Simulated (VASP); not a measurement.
V3TeO2:

```
V Te O
1.0
     4.77975    0.00000    0.00000
    -2.38988    4.13939    0.00000
     0.00000    0.00000    5.63641
V Te O
3 1 2
Direct
  0.50000 0.00000 0.00000
  0.00000 0.50000 0.00000
  0.50000 0.50000 0.00000
  0.00000 0.00000 0.50000
  0.00000 0.00000 0.89017
  0.00000 0.00000 0.10983
```

The cell was generated, and may not be a known phase.

* Program: VASP 6.6.1
* Task: relaxation of cell and atoms
* Functional: PBE
* Potentials or basis: VASP PAW PBE potentials, release 64 (V_sv, Te, O)
* Cutoff: 600 eV
* k mesh: 3 × 3 × 2
* Occupations: gaussian, width 0.15 eV
* Spin: collinear spin, ferromagnetic start
* Starting moments: [2.0, 2.0, 2.0, 0.0, 0.0, 0.0] μB

At the start: pressure 11.2 GPa; volume 18.59 Å³/atom.

Task: Where does the relaxation end?

Result: Over 7 steps the energy falls by 1002.9 meV/atom and the volume is 18.53 Å³/atom (-0.3 %); space group P6/mmm (No. 191, to 0.1 Å) before and after; moment 0.00 μB per cell.

The path:
| step | energy change (eV) | largest force (eV/Å) | pressure (GPa) | volume (Å³) |
| --- | --- | --- | --- | --- |
| 1 | 0.0000 | 11.8006 | 11.17 | 111.52 |
| 2 | -4.0433 | 3.7748 | -5.56 | 131.25 |
| 3 | -4.9967 | 1.4177 | -6.33 | 123.35 |
| 4 | -5.9451 | 1.1320 | -0.12 | 111.69 |
| 5 | -5.9460 | 1.1360 | -0.42 | 112.02 |
| 6 | -6.0159 | 0.1784 | -0.02 | 111.30 |
| 7 | -6.0172 | 0.0055 | 0.07 | 111.19 |

Final structure:
```xyz
6
Lattice="4.3682 0.0000 0.0000 -2.1841 3.7830 0.0000 0.0000 0.0000 6.7286" Properties=species:S:1:pos:R:3 pbc="T T T"
V     2.1841    0.0000    0.0000
V    -1.0921    1.8915    0.0000
V     1.0921    1.8915    0.0000
Te    0.0000    0.0000    3.3643
O     0.0000    0.0000    5.6100
O     0.0000    0.0000    1.1186
```

Caveat: the k points lie up to 0.55 Å⁻¹ apart in the final cell; the standard files for N, O and F lose accuracy on very short bonds; the moments typed at the start vanished in this run; a cell axis changed by over 15 % at a fixed basis, so the end point is rough.
